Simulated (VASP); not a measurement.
Runs of VASP 6.6.1 on Ca. The structure is that of space group Pm-3m (No. 221), or close to it. The cells are those of the table. 

```tsv
task	cell	cutoff (eV)	pressure (GPa)
single point	a = 3.349 Å, 1 atom	520	0.0
relaxation of cell and atoms	relaxed from a = 3.630 Å, 1 atom	600	0.0
single point	a = 3.327 Å, 1 atom	520	(a)
relaxation of cell and atoms	relaxed from a = 3.349 Å, 1 atom	600	0.0
single point	a = 3.371 Å, 1 atom	520	-0.2
```

Alike in all rows: level LDA; potentials or basis VASP PAW LDA potentials, release 64 (Ca_sv); no spin polarisation; k mesh 5 × 5 × 5; smearing fermi-dirac 0.1 eV.

Task: Fill in the values left out.

Result: (a) 0.3.

Caveats: some runs use coarse meshes; the relaxation stopped at its first step, so nothing moved (some runs).
